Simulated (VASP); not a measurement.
Runs of VASP 6.6.1 on SnO2. The structure is that of space group R-3m (No. 166), or close to it. The cells are those of the table. 

```tsv
cell	gap on the mesh (eV)	pressure (GPa)	largest force (eV/Å)
a = 5.420 Å, angles 34.7°, 3 atoms	1.89	-8.6	1.08
a = 5.017 Å, angles 37.6°, 3 atoms	1.83	(b)	0.04
a = 5.084 Å, angles 37.1°, 3 atoms	1.84	-3.4	0.15
a = 5.387 Å, angles 34.9°, 3 atoms	1.88	-8.2	0.99
a = 5.285 Å, angles 35.6°, 3 atoms	1.87	(a)	0.72
```

Alike in all rows: task single point; level PBEsol; potentials or basis VASP PAW PBE potentials, release 64 (Sn_d, O); no spin polarisation; k mesh 12 × 12 × 12; cutoff (eV) 520; smearing gaussian 0.05 eV.

Task: Estimate the missing entries.

Result: (a) -6.8; (b) -2.2.

Caveats: the PAW data sets were made with another functional, which shifts forces and pressure a little; spin-orbit coupling is left out, which moves the levels of the heavy elements; the cell stands under tension (at least some runs).

A k mesh can miss the band edges, and the runs leave out spin-orbit coupling on Sn.
